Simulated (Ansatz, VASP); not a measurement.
## WC: VASP beside Ansatz

Contents of POSCAR:

```
WC
1.0
    0.0000000000      2.1926840000      2.1926840000
    2.1926840000      0.0000000000      2.1926840000
    2.1926840000      2.1926840000      0.0000000000
W C
1 1
Direct
    0.0000000000      0.0000000000      0.0000000000
    0.5000000000      0.5000000000      0.5000000000
```

INCAR.step1

```
SYSTEM = WC
PREC = Accurate
ENCUT = 520
ISMEAR = -1
SIGMA = 0.05
LREAL = .FALSE.
LASPH = .TRUE.
NELM = 60
NBANDS = 16
GGA = PE
ALGO = Normal
EDIFF = 1E-4
LWAVE = .TRUE.
LCHARG = .FALSE.
```

INCAR.step2

```
SYSTEM = WC
PREC = Accurate
ENCUT = 520
EDIFF = 1E-6
ISMEAR = -1
SIGMA = 0.05
LREAL = .FALSE.
LASPH = .TRUE.
NELM = 60
ALGO = Normal
ISIF = 2
LWAVE = .FALSE.
LCHARG = .FALSE.
METAGGA = R2SCAN
LMIXTAU = .TRUE.
NBANDS = 16
ISTART = 1
```

The input KPOINTS:

```
regular mesh
0
G
  10 10 10
  0 0 0
```

File input.yaml:

```yaml
crystal:
  lattice:
    - [0.0, 2.192684, 2.192684]
    - [2.192684, 0.0, 2.192684]
    - [2.192684, 2.192684, 0.0]
  atoms:
    - { symbol: W, position: [0.0, 0.0, 0.0] }
    - { symbol: C, position: [0.5, 0.5, 0.5] }
hamiltonian:
  xc: r2scan
  pseudopotentials: { kind: paw }
kpoints:
  mp_grid: { grid: [10, 10, 10] }
  band_path:
    path:
      - [[0.0, 0.0, 0.0], [0.5, 0.0, 0.5], [0.5, 0.25, 0.75], [0.375, 0.375, 0.75], [0.0, 0.0, 0.0], [0.5, 0.5, 0.5], [0.625, 0.25, 0.625], [0.5, 0.25, 0.75], [0.5, 0.5, 0.5], [0.375, 0.375, 0.75]]
      - [[0.625, 0.25, 0.625], [0.5, 0.0, 0.5]]
    npoints: 14
scf:
  occupations: { method: fermi_dirac, width: 0.05 }
  n_extra_bands: 6
output:
  forces: true
  stress: true
  eigenvalues: true
  fatbands: true
```

Alike in both runs: functional r2SCAN; k mesh 10 × 10 × 10; occupations fermi-dirac, width 0.05 eV; no spin polarisation.

|  | VASP | Ansatz |
| --- | --- | --- |
| version | VASP 6.6.1 | Ansatz 0.2.0 |
| potentials or method | VASP PAW PBE potentials, release 64 (W_sv, C) | Ansatz PAW |
| plane-wave cutoff (eV) | 520 | 500 |
| valence electrons in the cell | 18 | 18 |
| task | single point | band structure |

VASP gave:

| Item | Value |
| --- | --- |
| gap on the k mesh at the Fermi level (eV) | none |
| pressure (GPa) | -3.8 |

Task: What did Ansatz give for the same quantities?

Result: gap on the k mesh at the Fermi level (eV): none; pressure (GPa): -5.4.

VASP's potentials were made for PBE, not for r2SCAN. A gap of «none» marks a metal or a gap that the smearing closes. The functional is the same, so the differences come from potentials, cutoffs and numerics.

Spin-orbit coupling is off throughout.
